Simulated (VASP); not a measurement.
# Sr: single point with PBE

Sr:

```
CELL_PARAMETERS angstrom
0.00000 3.03594 3.03594
3.03594 0.00000 3.03594
3.03594 3.03594 0.00000
ATOMIC_POSITIONS crystal
Sr 0.00000 0.00000 0.00000
```

```
Program             : VASP 6.6.1
Task                : single point
Functional          : PBE
Potentials or basis : VASP PAW PBE potentials, release 64 (Sr_sv)
Cutoff              : 520 eV
k mesh              : 12 × 12 × 12
Occupations         : gaussian, width 0.05 eV
Spin                : no spin polarisation
```

```yaml
Pressure: -0.3 GPa
Band_gap_on_the_k_mesh: zero (band 5 reaches 1.60 eV, above the bottom of band 6 at 1.53 eV)
```

Levels at points of the mesh, in eV from the Fermi level:
```csv
k point,band 3,band 4,band 5,band 6,band 7,band 8
"(0.00, 0.00, 0.00)",-18.54,-18.54,-3.62,2.33,2.33,2.33
"(0.50, 0.00, 0.00)",-18.57,-18.57,-1.11,0.05,2.17,2.17
"(0.50, 0.50, 0.00)",-18.61,-18.61,-0.62,0.36,1.02,4.79
```

Run time: 29 s on 1 thread of Intel Xeon 6975P-C, with other jobs on the host, peak memory 0.2 GiB.
